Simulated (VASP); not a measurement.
# BN in VASP: further runs, part 2 of 2

VASP 6.6.1. Earlier steps stand in the parts before.

## Step 3: Relaxation of the atoms, PBE

Input file INCAR:

```
SYSTEM = BN
PREC     = Accurate       ! precision mode
ENCUT    = 520            ! plane-wave cutoff, eV
EDIFF    = 1E-6           ! SCF threshold, eV
ISMEAR   = 0              ! smearing method
SIGMA    = 0.05           ! smearing width, eV
LREAL    = .False.        ! projectors in reciprocal space
LASPH    = .True.         ! aspherical terms in the spheres
NELM     = 80             ! most SCF steps
ALGO     = Fast           ! electronic algorithm
ISIF     = 2              ! what is computed and relaxed
LWAVE    = .False.        ! write WAVECAR
LCHARG   = .False.        ! write CHGCAR
LDIPOL   = .True.       
IDIPOL   = 3            
DIPOL    = 0.5 0.5 0.500
GGA      = PE             ! functional
IBRION   = 2              ! ionic algorithm
NSW      = 60             ! ionic steps
EDIFFG   = -0.04          ! ionic threshold
```

Input file KPOINTS:

```
Automatic mesh
0
Gamma
  10 7 1
  0 0 0
```

Input file POSCAR:

```
BN
1.0
    2.5022435700      0.0000000000      0.0000000000
    0.0000000000      3.6692997700      0.0000000000
    0.0000000000      0.0000000000     27.6248589207
B N
6 6
Selective dynamics
Direct
    0.5000000000      0.7683121700      0.3076938791  F F F
    0.0000000000      0.5357908500      0.3798021062  F F F
    0.5000000000      0.3032695300      0.4519103437  F F F
    0.0000000000      0.0707482100      0.5240185709  T T T
    0.5000000000      0.8382268900      0.5961268084  T T T
    0.0000000000      0.6057055700      0.6682350355  T T T
    0.0000000000      0.6914203900      0.3317649645  F F F
    0.5000000000      0.4588990700      0.4038731916  F F F
    0.0000000000      0.2263777400      0.4759814291  F F F
    0.5000000000      0.9938564200      0.5480896563  T T T
    0.0000000000      0.7613351000      0.6201978938  T T T
    0.5000000000      0.5288137800      0.6923061209  T T T
```

Potentials or basis: VASP PAW PBE potentials, release 64 (B, N).

Launch:

```sh
> cat potpaw_PBE.64/B/POTCAR potpaw_PBE.64/N/POTCAR > POTCAR
> mpirun -np 1 vasp_std > vasp.out
```

OUTCAR:

```text
SYSTEM = BN
   PREC = Accurate
   ENCUT = 520
   EDIFF = 1E-6
   ISMEAR = 0
   LREAL = .False.
   LASPH = .True.
   NELM = 80
   ISIF = 2
   GGA = PE
   IBRION = 2
   NSW = 60
   EDIFFG = -0.04

 ion  position               nearest neighbor table
   1  0.500  0.768  0.308-   7 1.44   7 1.44
   2  0.000  0.536  0.380-   7 1.44   8 1.44   8 1.44
   3  0.500  0.303  0.452-   9 1.44   9 1.44   8 1.44
   4  0.000  0.071  0.524-   9 1.44  10 1.44  10 1.44
   5  0.500  0.838  0.596-  11 1.44  11 1.44  10 1.44
   6  0.000  0.606  0.668-  11 1.44  12 1.44  12 1.44
   7  0.000  0.691  0.332-   2 1.44   1 1.44   1 1.44
   8  0.500  0.459  0.404-   2 1.44   2 1.44   3 1.44
   9  0.000  0.226  0.476-   4 1.44   3 1.44   3 1.44
  10  0.500  0.994  0.548-   4 1.44   4 1.44   5 1.44
  11  0.000  0.761  0.620-   6 1.44   5 1.44   5 1.44
  12  0.500  0.529  0.692-   6 1.44   6 1.44

  LATTYP: Found a simple orthorhombic cell.
 ALAT       =     2.5022435700
 B/A-ratio  =     1.4664039161
 C/A-ratio  =    11.0400359309

  Lattice vectors:

 A1 = (   2.5022435700,   0.0000000000,   0.0000000000)
 A2 = (   0.0000000000,   3.6692997700,   0.0000000000)
 A3 = (   0.0000000000,   0.0000000000,  27.6248589207)

Analysis of symmetry for initial positions (statically):
=====================================================================
 Subroutine PRICEL returns:
 Original cell was already a primitive cell.

 Routine SETGRP: Setting up the symmetry group for a
 simple orthorhombic supercell.

 Subroutine GETGRP returns: Found  2 space group operations
 (whereof  2 operations were pure point group operations)
 out of a pool of  8 trial point group operations.

The static configuration has the point symmetry C_1h.

Analysis of symmetry for dynamics (positions and initial velocities):
=====================================================================
 Subroutine PRICEL returns:
 Original cell was already a primitive cell.

 Routine SETGRP: Setting up the symmetry group for a
 simple orthorhombic supercell.

 Subroutine GETGRP returns: Found  2 space group operations
 (whereof  2 operations were pure point group operations)
 out of a pool of  8 trial point group operations.

The dynamic configuration has the point symmetry C_1h.

Analysis of constrained symmetry for selective dynamics:
=====================================================================
 Subroutine PRICEL returns:
 Original cell was already a primitive cell.

 Routine SETGRP: Setting up the symmetry group for a
 simple orthorhombic supercell.

 Subroutine GETGRP returns: Found  2 space group operations
 (whereof  2 operations were pure point group operations)
 out of a pool of  8 trial point group operations.

The constrained configuration has the point symmetry C_1h.

 Subroutine INISYM returns: Found  2 space group operations
 (whereof  2 operations are pure point group operations),
[... 121 lines left out ...]
   ISIF   =      2    stress and relaxation
   ISYM   =      2    0-nonsym 1-usesym 2-fastsym
   POTIM  = 0.5000    time-step for ionic-motion
   TEBEG  =    0.0;   TEEND  =   0.0 temperature during run
   PSTRESS=    0.0 pullay stress
   NELECT =      48.0000    total number of electrons
   NUPDOWN=      -1.0000    fix difference up-down
   EMIN   =  10.00;   EMAX   =-10.00  energy-range for DOS
   EFERMI =   0.00;   METHOD = LEGACY
   ISMEAR =     0;   SIGMA  =   0.05  broadening in eV -4-tet -1-fermi 0-gaus
   EFERMI_NEDOS =   21; number of points for ismear=-14 and -15
   IALGO  =     68    algorithm
   IMIX   =      4    mixing-type and parameters
     AMIX     =   0.40;   BMIX     =  1.00
     AMIX_MAG =   1.60;   BMIX_MAG =  1.00
  volume/ion in A,a.u.               =      21.14       142.64
  Fermi-wavevector in a.u.,A,eV,Ry     =   0.939906  1.776164 12.019697  0.883423
  Thomas-Fermi vector in A             =   2.067264
   LORBIT       =      0    0 simple, 1 ext, 2 COOP (PROOUT), +10 PAW based schemes
   GGA     = PE    functional components
   LHFCALC =     F    Hartree Fock is set to
   AEXX    =    0.0000 exact exchange contribution
   IVDW    =     0    specifies the selected vdW correction
   LEPSILON=     F    determine dielectric tensor
   LRPA    =     F    only Hartree local field effects (RPA)
 conjugate gradient relaxation of ions
 non-spin polarized calculation
 RMM-DIIS sequential band-by-band and
 Gauss-broadening in eV      SIGMA  =   0.05
  energy-cutoff  :      520.00
  volume of cell :      253.64
 maximum number of plane-waves:      6903
 NGX is ok and might be reduce to    20
   NGX =  9   NGY = 13   NGZ =103

--------------------------------------- Ionic step        1  -------------------------------------------

 number of electron      48.0000012 magnetization

 Free energy of the ion-electron system (eV)
  ---------------------------------------------------
  ext. energy  EPLUGINS =         0.00000000
  ---------------------------------------------------
  free energy    TOTEN  =       -98.81691909 eV

  energy without entropy =      -98.80354265  energy(sigma->0) =      -98.81023087

------------------------ aborting loop EDIFF was not reached (unconverged)  ----------------------------

  FORCE on cell =-STRESS in cart. coord.  units (eV):
  Direction    XX          YY          ZZ          XY          YZ          ZX
  --------------------------------------------------------------------------------------
  -------------------------------------------------------------------------------------
  Total       -1.4177126      1.8585323      4.1402849      0.0000000     -1.2141483      0.0000000
  in kB       -8.9554195     11.7399935     26.1533888      0.0000000     -7.6695426      0.0000000
  external PRESSURE =       9.6459876 kB  Pullay stress =       0.0000000 kB
[... 27 lines left out ...]
  FREE ENERGIE OF THE ION-ELECTRON SYSTEM (eV)
  ---------------------------------------------------
  free  energy   TOTEN  =       -98.8169190932 eV

  energy  without entropy=      -98.8035426507  energy(sigma->0) =      -98.81023087

 dipolmoment           0.000000      0.000000     -0.052364 electrons x Angstroem

--------------------------------------- Ionic step        2  -------------------------------------------

 number of electron      48.0000006 magnetization

------------------------ aborting loop because EDIFF is reached ----------------------------------------
[... 81 lines left out ...]
  FREE ENERGIE OF THE ION-ELECTRON SYSTEM (eV)
  ---------------------------------------------------
  free  energy   TOTEN  =       -98.9205317087 eV

  energy  without entropy=      -98.9092709387  energy(sigma->0) =      -98.91490132

[... ionic steps 4 to 16 ...]

--------------------------------------- Ionic step       17  -------------------------------------------

 number of electron      48.0000013 magnetization

------------------------ aborting loop because EDIFF is reached ----------------------------------------
[... 87 lines left out ...]
--------------------------------------- Ionic step       19  -------------------------------------------

 number of electron      48.0000013 magnetization

 dipolmoment           0.000000      0.000000      0.109281 electrons x Angstroem

 Free energy of the ion-electron system (eV)
  ---------------------------------------------------
  ext. energy  EPLUGINS =         0.00000000
  ---------------------------------------------------
  free energy    TOTEN  =       -98.94140305 eV

  energy without entropy =      -98.93077806  energy(sigma->0) =      -98.93609055

 E-fermi :  -2.2428     XC(G=0):  -4.9797

 val. band max:       -2.2610573281   @ k =   0.0000   0.4286   0.0000
 cond. band min:      -2.2342415648   @ k =   0.0000   0.0000   0.0000
 fundamental gap:      0.0268157633
 Fermi energy:        -2.2427825816

 k-point     1 :       0.0000    0.0000    0.0000
  band No.  band energies     occupation
      1     -21.8452      2.00000
      2     -20.8935      2.00000
      3     -20.2129      2.00000
      4     -19.4427      2.00000
      5     -18.5272      2.00000
      6     -16.8876      2.00000
[... 805 lines left out ...]
     30       2.2254      0.00000
     31       2.7663      0.00000

------------------------ aborting loop because EDIFF is reached ----------------------------------------

 vacuum level on the upper side and lower side of the slab       (xc-potential included)         0.921        -1.189

  FORCE on cell =-STRESS in cart. coord.  units (eV):
  Direction    XX          YY          ZZ          XY          YZ          ZX
  --------------------------------------------------------------------------------------
  -------------------------------------------------------------------------------------
  Total        1.0833307      1.1109625      1.7677289      0.0000000     -0.1504828      0.0000000
  in kB        6.8431930      7.0177378     11.1664059      0.0000000     -0.9505709      0.0000000
  external PRESSURE =       8.3424456 kB  Pullay stress =       0.0000000 kB
[... 27 lines left out ...]
  FREE ENERGIE OF THE ION-ELECTRON SYSTEM (eV)
  ---------------------------------------------------
  free  energy   TOTEN  =       -98.9414030455 eV

  energy  without entropy=      -98.9307780602  energy(sigma->0) =      -98.93609055

 reached required accuracy - stopping structural energy minimisation

 vacuum level on the upper side and lower side of the slab         5.311         3.159
```

It took 75 min on 1 thread of Oxide Virtual Turin-like, shared host; peak memory 0.41 GiB.

What came out:

- Free energy: -98.9414 eV
- Energy gained by relaxing: 10.4 meV/atom
- Ionic steps: 19
- Band gap on the k mesh: zero (bands 24 and 25 overlap by 0.42 eV)

Step by step:
```tsv
step	energy change (eV)	largest force on free atoms (eV/Å)	pressure (GPa)
1	0.0000	2.6634	0.96
2	0.1287	2.9610	1.84
3	-0.1036	0.7449	1.07
4	-0.0959	1.4274	1.26
5	-0.1168	0.3814	1.14
6	-0.1195	0.3488	1.20
7	-0.1198	0.2392	1.18
8	-0.1210	0.1976	1.17
9	-0.1210	0.1898	1.18
10	-0.1218	0.0991	1.14
11	-0.1218	0.0969	1.14
12	-0.1225	0.0782	1.10
13	-0.1233	0.1922	0.99
14	-0.1236	0.1577	0.97
15	-0.1241	0.0603	0.92
16	-0.1240	0.1626	0.81
17	-0.1243	0.0606	0.87
18	-0.1244	0.0435	0.85
19	-0.1245	0.0300	0.83
```

Final structure:
```
CELL_PARAMETERS angstrom
2.50224 0.00000 0.00000
0.00000 3.66930 0.00000
0.00000 0.00000 27.62486
ATOMIC_POSITIONS crystal
B 0.50000 0.76831 0.30769
B 0.00000 0.53579 0.37980
B 0.50000 0.30327 0.45191
B 0.00000 0.06944 0.52475
B 0.50000 0.83392 0.59742
B 0.00000 0.60240 0.67153
N 0.00000 0.69142 0.33176
N 0.50000 0.45890 0.40387
N 0.00000 0.22638 0.47598
N 0.50000 0.99206 0.54848
N 0.00000 0.75791 0.62070
N 0.50000 0.53500 0.69219
```

The gap in the log of VASP goes by the Fermi energy; the results here count the filled bands.